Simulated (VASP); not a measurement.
Wanted: the native input for a VASP 6.6.1 run.

```yaml
Task: single point
Functional: PBE
Potentials_or_basis: VASP PAW PBE potentials, release 64 (Ti_sv)
Cutoff: 520 eV
k_mesh: 14 × 14 × 14
Occupations: fermi-dirac, width 0.05 eV
Spin: non-collinear spin, zero start, spin-orbit coupling
Starting_moments: "[[0.0, 0.0, 0.0]] μB"
Dipole_correction: no
Further_INCAR_settings: ALGO = Normal; EDIFF = 1e-07; NBANDS = 23
```

The structure of Ti lies in POSCAR:

```
Ti
1.0
   -1.6410000000      1.6410000000      1.6410000000
    1.6410000000     -1.6410000000      1.6410000000
    1.6410000000      1.6410000000     -1.6410000000
Ti
1
Direct
    0.0000000000      0.0000000000      0.0000000000
```

This isn't the form of Ti at room conditions, which is hcp.

One way to write it, as run:

INCAR

```
  PREC = Accurate
  ENCUT = 520
  EDIFF = 1E-7
  ISMEAR = -1
  SIGMA = 0.05
  LREAL = False
  LASPH = True
  NELM = 150
  ALGO = Normal
  ISIF = 2
  LWAVE = False
  LCHARG = False
  MAGMOM = 0 0 0
  LORBIT = 11
  LSORBIT = True
  GGA_COMPAT = False
  LORBMOM = True
  LMAXMIX = 4
  GGA = PE
  NBANDS = 23
```

KPOINTS

```
regular mesh
0
Gamma
  14 14 14
```

Potentials or basis: VASP PAW PBE potentials, release 64 (Ti_sv).

Run with:

```bash
$ cat potpaw_PBE.64/Ti_sv/POTCAR > POTCAR
$ mpirun -np 1 vasp_ncl > vasp.out
```

It gave:

* Pressure: -2.6 GPa
* Net moment: 0.00 μB per cell
* Valence electrons inside the program's atomic spheres: Ti 10.24

Run time: 2.2 min on 1 thread of Intel Xeon 8259CL, on a shared host, peak memory 0.23 GiB.
